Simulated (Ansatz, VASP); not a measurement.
Two plane-wave programs on As

Contents of INCAR:

```
PREC = Accurate
ENCUT = 520
EDIFF = 1E-6
ISMEAR = -1
SIGMA = 0.1
LREAL = F
LASPH = T
NELM = 100
ALGO = Normal
ISIF = 2
LWAVE = F
LCHARG = T
GGA = PE
LELF = T
LVHAR = T
NBANDS = 12
```

File KPOINTS:

```
regular mesh
0
Gamma
  16 16 16
```

File POSCAR:

```
As
1.0
    1.9768977284      1.1413624357      3.7470712492
   -1.9768977284      1.1413624357      3.7470712492
    0.0000000000     -2.2827248713      3.7470712492
As
2
Direct
    0.7737100447      0.7737100447      0.7737100447
    0.2262899553      0.2262899553      0.2262899553
```

Input for Ansatz:

```yaml
crystal:
  lattice:
    - [1.9768977284, 1.1413624357, 3.7470712492]
    - [-1.9768977284, 1.1413624357, 3.7470712492]
    - [0.0, -2.2827248713, 3.7470712492]
  atoms:
    - { symbol: As, position: [0.7737100447, 0.7737100447, 0.7737100447] }
    - { symbol: As, position: [0.2262899553, 0.2262899553, 0.2262899553] }
hamiltonian:
  xc: pbe
  pseudopotentials:
    kind: paw
    azcp:
      As: "pseudopotentials/As.paw.azcp"
basis:
  ecutwfc: 420
  fft_grid_basis: typed
kpoints:
  mp_grid: { grid: [16, 16, 16], shift: [0, 0, 0] }
magnetization:
  spin_polarized: false
scf:
  occupations: { method: fermi_dirac, width: 0.1 }
output:
  stress: true
```

Alike in both runs: task single point; functional PBE; k mesh 16 × 16 × 16; occupations fermi-dirac, width 0.1 eV; no spin polarisation.

```csv
,VASP,Ansatz
version,VASP 6.6.1,Ansatz 0.2.0
potentials or method,"VASP PAW PBE potentials, release 64 (As), cutoff 520 eV","plane waves (420 eV) with PAW, scalar-relativistic"
valence electrons in the cell,10,30
```

```csv
,VASP,Ansatz,Ansatz less VASP
pressure (GPa),-5.9,-6.0,-0.12
"traceless stress, the component that is largest in VASP (GPa)",1.41,1.44,+0.033
```

With one functional, cell and mesh, what is left measures potentials, basis and numerics. VASP's potentials hold 10 valence electrons a cell and Ansatz's 30, so a difference there can come from the potentials and not from the codes.
